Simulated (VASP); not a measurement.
# CsRb2CrF6 (Fm-3m) in VASP: single point with PBE

Aim: the single point of CsRb2CrF6 with PBE.

All numbers are computed with VASP 6.6.1; they aren't measurements. Logs are shortened: lines on timing, memory, paths and dates and some standing lists are left out, and cuts for length are marked.

**1. The cell of the first run**

It takes space group Fm-3m (No. 225, cubic). The conventional cell has a = 8.910 Å, b = 8.910 Å, c = 8.910 Å, α = 90.00°, β = 90.00°, γ = 90.00°. F (site symmetry 4mm) has 1 Cr at 1.96 Å and 1 Cs at 2.49 Å within 2.6 Å. Rb (site symmetry -43m) has 12 F at 3.16 Å and 4 Cs at 3.86 Å and 4 Cr at 3.86 Å within 4.2 Å. Within 3.3 Å of Cs (site symmetry m-3m) lie 6 F at 2.49 Å. Within 2.6 Å of Cr (site symmetry m-3m) lie 6 F at 1.96 Å.

**2. Single point, PBE**

File INCAR:

```
SYSTEM = CsRb2CrF6
PREC = Accurate
ENCUT = 520
EDIFF = 1E-6
ISMEAR = -1
SIGMA = 0.0879
LREAL = .False.
LASPH = .True.
NELM = 80
ALGO = Normal
ISIF = 2
LWAVE = .False.
LCHARG = .False.
GGA = PE
NBANDS = 52
```

File KPOINTS:

```
regular mesh
0
Gamma
  4 4 4
  0 0 0
```

File POSCAR:

```
CsRb2CrF6
1.0
    0.0000000000      4.4551410000      4.4551410000
    4.4551410000      0.0000000000      4.4551410000
    4.4551410000      4.4551410000      0.0000000000
F Rb Cs Cr
6 2 1 1
Direct
    0.7800000000      0.2200000000      0.2200000000
    0.2200000000      0.7800000000      0.2200000000
    0.2200000000      0.7800000000      0.7800000000
    0.7800000000      0.2200000000      0.7800000000
    0.2200000000      0.2200000000      0.7800000000
    0.7800000000      0.7800000000      0.2200000000
    0.2500000000      0.2500000000      0.2500000000
    0.7500000000      0.7500000000      0.7500000000
    0.5000000000      0.5000000000      0.5000000000
    0.0000000000      0.0000000000      0.0000000000
```

Potentials or basis: VASP PAW PBE potentials, release 64 (F, Rb_sv, Cs_sv, Cr_pv).

Launch:

```
$ cat potpaw_PBE.64/F/POTCAR potpaw_PBE.64/Rb_sv/POTCAR potpaw_PBE.64/Cs_sv/POTCAR potpaw_PBE.64/Cr_pv/POTCAR > POTCAR
$ mpirun -np 1 vasp_std > vasp.out
```

OUTCAR:

```text
SYSTEM = CsRb2CrF6
   PREC = Accurate
   ENCUT = 520
   EDIFF = 1E-6
   ISMEAR = -1
   LREAL = .False.
   LASPH = .True.
   NELM = 80
   ISIF = 2
   GGA = PE

 ion  position               nearest neighbor table
   1  0.780  0.220  0.220-  10 1.96   9 2.49   7 3.16   8 3.16   8 3.16   7 3.16
   2  0.220  0.780  0.220-  10 1.96   9 2.49   7 3.16   8 3.16   8 3.16   7 3.16
   3  0.220  0.780  0.780-  10 1.96   9 2.49   8 3.16   8 3.16   7 3.16   7 3.16
   4  0.780  0.220  0.780-  10 1.96   9 2.49   8 3.16   8 3.16   7 3.16   7 3.16
   5  0.220  0.220  0.780-  10 1.96   9 2.49   7 3.16   8 3.16   8 3.16   7 3.16
   6  0.780  0.780  0.220-  10 1.96   9 2.49   8 3.16   8 3.16   7 3.16   7 3.16
   7  0.250  0.250  0.250-   1 3.16   4 3.16   6 3.16   2 3.16   3 3.16   6 3.16   3 3.16   4 3.16
                             5 3.16   1 3.16   2 3.16   5 3.16  10 3.86  10 3.86  10 3.86   9 3.86
   8  0.750  0.750  0.750-   3 3.16   4 3.16   6 3.16   1 3.16   2 3.16   6 3.16   1 3.16   4 3.16
                             5 3.16   2 3.16   3 3.16   5 3.16   9 3.86  10 3.86  10 3.86   9 3.86
   9  0.500  0.500  0.500-   1 2.49   2 2.49   3 2.49   4 2.49   5 2.49   6 2.49   7 3.86   7 3.86
                             7 3.86   8 3.86   8 3.86   8 3.86   8 3.86   7 3.86
  10  0.000  0.000  0.000-   1 1.96   2 1.96   3 1.96   4 1.96   5 1.96   6 1.96   8 3.86   8 3.86
                             8 3.86   7 3.86   7 3.86   7 3.86   8 3.86   7 3.86

  LATTYP: Found a face centered cubic cell.
 ALAT       =     8.9102820000

  Lattice vectors:

 A1 = (   0.0000000000,   4.4551410000,   4.4551410000)
 A2 = (   4.4551410000,   0.0000000000,   4.4551410000)
 A3 = (   4.4551410000,   4.4551410000,   0.0000000000)

Analysis of symmetry for initial positions (statically):
=====================================================================
 Subroutine PRICEL returns:
 Original cell was already a primitive cell.

 Routine SETGRP: Setting up the symmetry group for a
 face centered cubic supercell.

 Subroutine GETGRP returns: Found 48 space group operations
 (whereof 48 operations were pure point group operations)
 out of a pool of 48 trial point group operations.

The static configuration has the point symmetry O_h .

Analysis of symmetry for dynamics (positions and initial velocities):
=====================================================================
 Subroutine PRICEL returns:
 Original cell was already a primitive cell.

 Routine SETGRP: Setting up the symmetry group for a
 face centered cubic supercell.

 Subroutine GETGRP returns: Found 48 space group operations
 (whereof 48 operations were pure point group operations)
 out of a pool of 48 trial point group operations.

The dynamic configuration has the point symmetry O_h .

 Subroutine INISYM returns: Found 48 space group operations
 (whereof 48 operations are pure point group operations),
 and found     1 'primitive' translations

----------------------------------------------------------------------------------------

                                     Primitive cell

  volume of cell :     176.8538

  direct lattice vectors                    reciprocal lattice vectors
     0.000000000  4.455141000  4.455141000    -0.112229894  0.112229894  0.112229894
     4.455141000  0.000000000  4.455141000     0.112229894 -0.112229894  0.112229894
     4.455141000  4.455141000  0.000000000     0.112229894  0.112229894 -0.112229894

  length of vectors
     6.300520824  6.300520824  6.300520824     0.194387878  0.194387878  0.194387878

  position of ions in fractional coordinates (direct lattice)
     0.780000000  0.220000000  0.220000000
     0.220000000  0.780000000  0.220000000
     0.220000000  0.780000000  0.780000000
     0.780000000  0.220000000  0.780000000
     0.220000000  0.220000000  0.780000000
     0.780000000  0.780000000  0.220000000
     0.250000000  0.250000000  0.250000000
     0.750000000  0.750000000  0.750000000
     0.500000000  0.500000000  0.500000000
     0.000000000  0.000000000  0.000000000

  ion indices of the primitive-cell ions
   primitive index   ion index
                 1           1
                 2           2
                 3           3
                 4           4
                 5           5
                 6           6
                 7           7
                 8           8
                 9           9
                10          10

----------------------------------------------------------------------------------------

 KPOINTS: regular mesh

Automatic generation of k-mesh.
 Grid dimensions read from file:
 generate k-points for:    4    4    4

 Generating k-lattice:

  Cartesian coordinates                     Fractional coordinates (reciprocal lattice)
    -0.028057473  0.028057473  0.028057473     0.250000000  0.000000000  0.000000000
     0.028057473 -0.028057473  0.028057473     0.000000000  0.250000000  0.000000000
     0.028057473  0.028057473 -0.028057473     0.000000000  0.000000000  0.250000000

  Length of vectors
     0.048596969  0.048596969  0.048596969

  Shift w.r.t. Gamma in fractional coordinates (k-lattice)
     0.000000000  0.000000000  0.000000000

 Subroutine IBZKPT returns following result:
 ===========================================

 Found      8 irreducible k-points:

 Following reciprocal coordinates:
            Coordinates               Weight
  0.000000  0.000000  0.000000      1.000000
  0.250000  0.000000  0.000000      8.000000
  0.500000  0.000000  0.000000      4.000000
  0.250000  0.250000  0.000000      6.000000
  0.500000  0.250000  0.000000     24.000000
 -0.250000  0.250000  0.000000     12.000000
  0.500000  0.500000  0.000000      3.000000
 -0.250000  0.500000  0.250000      6.000000
   k-points           NKPTS =      8   k-points in BZ     NKDIM =      8   number of bands    NBANDS=     52
   number of dos      NEDOS =    301   number of ions     NIONS =     10
   total plane-waves  NPLWV = 110592
   dimension x,y,z NGX =    48 NGY =   48 NGZ =   48
   dimension x,y,z NGXF=    96 NGYF=   96 NGZF=   96
   ions per type =               6   2   1   1
   NGX,Y,Z   is equivalent  to a cutoff of  12.67, 12.67, 12.67 a.u.
   NGXF,Y,Z  is equivalent  to a cutoff of  25.33, 25.33, 25.33 a.u.
 SYSTEM =  CsRb2CrF6
   PREC   = accura    normal or accurate (medium, high low for compatibility)
   ISTART =      0    job   : 0-new  1-cont  2-samecut
   ICHARG =      2    charge: 1-file 2-atom 10-const
   ISPIN  =      1    spin polarized calculation?
   LNONCOLLINEAR =      F non collinear calculations
   LSORBIT =      F    spin-orbit coupling
   LASPH  =      T    aspherical Exc in radial PAW
   ENCUT  =  520.0 eV  38.22 Ry    6.18 a.u.  11.71 11.71 11.71*2*pi/ulx,y,z
   NELM   =     80;   NELMIN=  2; NELMDL= -5     # of ELM steps
   EDIFF  = 0.1E-05   stopping-criterion for ELM
   LREAL  =      F    real-space projection
   EDIFFG = 0.1E-04   stopping-criterion for IOM
   NSW    =      0    number of steps for IOM
   IBRION =     -1    ionic relax: 0-MD 1-quasi-New 2-CG
   NFREE  =      0    steps in history (QN), initial steepest desc. (CG)
   ISIF   =      2    stress and relaxation
   ISYM   =      2    0-nonsym 1-usesym 2-fastsym
   POTIM  = 0.5000    time-step for ionic-motion
   TEBEG  =    0.0;   TEEND  =   0.0 temperature during run
   PSTRESS=    0.0 pullay stress
   NELECT =      81.0000    total number of electrons
   NUPDOWN=      -1.0000    fix difference up-down
   EMIN   =  10.00;   EMAX   =-10.00  energy-range for DOS
   EFERMI =   0.00;   METHOD = LEGACY
   ISMEAR =    -1;   SIGMA  =   0.09  broadening in eV -4-tet -1-fermi 0-gaus
   EFERMI_NEDOS =   21; number of points for ismear=-14 and -15
   IALGO  =     38    algorithm
   IMIX   =      4    mixing-type and parameters
     AMIX     =   0.40;   BMIX     =  1.00
     AMIX_MAG =   1.60;   BMIX_MAG =  1.00
  volume/ion in A,a.u.               =      17.69       119.35
  Fermi-wavevector in a.u.,A,eV,Ry     =   1.261920  2.384682 21.666479  1.592441
  Thomas-Fermi vector in A             =   2.395354
   LORBIT       =      0    0 simple, 1 ext, 2 COOP (PROOUT), +10 PAW based schemes
   GGA     = PE    functional components
   LHFCALC =     F    Hartree Fock is set to
   AEXX    =    0.0000 exact exchange contribution
   IVDW    =     0    specifies the selected vdW correction
   LEPSILON=     F    determine dielectric tensor
   LRPA    =     F    only Hartree local field effects (RPA)
 non-spin polarized calculation
  energy-cutoff  :      520.00
  volume of cell :      176.85
 maximum number of plane-waves:      4801
 NGX is ok and might be reduce to    48
   NGX = 23   NGY = 23   NGZ = 23

 number of electron      81.0000018 magnetization

 Free energy of the ion-electron system (eV)
  ---------------------------------------------------
  ext. energy  EPLUGINS =         0.00000000
  ---------------------------------------------------
  free energy    TOTEN  =       -47.46695505 eV

  energy without entropy =      -47.10805657  energy(sigma->0) =      -47.28750581

 E-fermi :   2.4790     XC(G=0):  -9.0950

 val. band max:        2.4774035881   @ k =  -0.2500   0.2500   0.0000
 cond. band min:       2.4809799684   @ k =  -0.2500   0.2500   0.0000
 fundamental gap:      0.0035763803
 Fermi energy:         2.4789802263

 k-point     1 :       0.0000    0.0000    0.0000
  band No.  band energies     occupation
      1     -41.4954      2.00000
      2     -41.4954      2.00000
      3     -41.4954      2.00000
      4     -24.8392      2.00000
      5     -24.8004      2.00000
      6     -21.8145      2.00000
[... 44 lines left out ...]
     51       8.4845      0.00000
     52       8.4845      0.00000
[... 383 lines left out ...]
     51       8.4949      0.00000
     52       9.1710      0.00000

------------------------ aborting loop because EDIFF is reached ----------------------------------------

  FORCE on cell =-STRESS in cart. coord.  units (eV):
  Direction    XX          YY          ZZ          XY          YZ          ZX
  --------------------------------------------------------------------------------------
  -------------------------------------------------------------------------------------
  Total        6.8639101      6.8639101      6.8639101      0.0000000      0.0000000      0.0000000
  in kB       62.1824480     62.1824480     62.1824480      0.0000000      0.0000000      0.0000000
  external PRESSURE =      62.1824480 kB  Pullay stress =       0.0000000 kB

 VOLUME and BASIS-vectors are now :
 -----------------------------------------------------------------------------
  energy-cutoff  :      520.00
  volume of cell :      176.85
      direct lattice vectors                 reciprocal lattice vectors
     0.000000000  4.455141000  4.455141000    -0.112229894  0.112229894  0.112229894
     4.455141000  0.000000000  4.455141000     0.112229894 -0.112229894  0.112229894
     4.455141000  4.455141000  0.000000000     0.112229894  0.112229894 -0.112229894

 POSITION                                       TOTAL-FORCE (eV/Angst)
 -----------------------------------------------------------------------------------
      1.96026      4.45514      4.45514        -1.896064      0.000000      0.000000
      4.45514      1.96026      4.45514        -0.000000     -1.896064      0.000000
      6.95002      4.45514      4.45514         1.896064      0.000000      0.000000
      4.45514      6.95002      4.45514        -0.000000      1.896064      0.000000
      4.45514      4.45514      1.96026        -0.000000      0.000000     -1.896064
      4.45514      4.45514      6.95002        -0.000000      0.000000      1.896064
      2.22757      2.22757      2.22757        -0.000000      0.000000      0.000000
      6.68271      6.68271      6.68271        -0.000000      0.000000      0.000000
      4.45514      4.45514      4.45514        -0.000000      0.000000      0.000000
      0.00000      0.00000      0.00000        -0.000000      0.000000      0.000000
 -----------------------------------------------------------------------------------
    total drift:                                0.000000      0.000000     -0.000000

  FREE ENERGIE OF THE ION-ELECTRON SYSTEM (eV)
  ---------------------------------------------------
  free  energy   TOTEN  =       -47.4669550495 eV

  energy  without entropy=      -47.1080565698  energy(sigma->0) =      -47.28750581
```

It took 3.5 min on 1 thread of Intel Xeon 8259CL, shared host; peak memory 0.36 GiB.

What came out:

- Free energy: -47.4670 eV
- Pressure: 6.2 GPa
- Largest force: 1.896 eV/Å
- Band gap on the k mesh: zero (an odd number of electrons rules out a gap without spin polarisation)

Forces on the atoms (eV/Å):
```
F   -1.896  0.000  0.000
F    0.000 -1.896  0.000
F    1.896  0.000  0.000
F    0.000  1.896  0.000
F    0.000  0.000 -1.896
F    0.000  0.000  1.896
Rb   0.000  0.000  0.000
Rb   0.000  0.000  0.000
Cs   0.000  0.000  0.000
Cr   0.000  0.000  0.000
```

Levels at points of the mesh, in eV from the Fermi level:
```
           k point  band 37  band 38  band 39  band 40  band 41  band 42  band 43  band 44
(0.00, 0.00, 0.00)    -4.02    -4.02    -4.02    -0.06    -0.06    -0.06     1.70     1.70
(0.50, 0.00, 0.00)    -4.55    -4.23    -4.23     0.01     0.01     0.02     2.02     2.02
(0.50, 0.50, 0.00)    -3.76    -3.76    -3.60    -0.08     0.04     0.04     1.72     1.80
```

Caveat: the cell stands under pressure; spin-orbit coupling is left out, which moves the levels of the heavy elements; an odd number of electrons without spin polarisation forces a metal; a magnetic or distorted state may lie lower; the run has no spin polarisation, though such a crystal can be magnetic; semilocal functionals often make such compounds metallic where correlation or magnetic order opens a gap, which also shifts bond lengths.
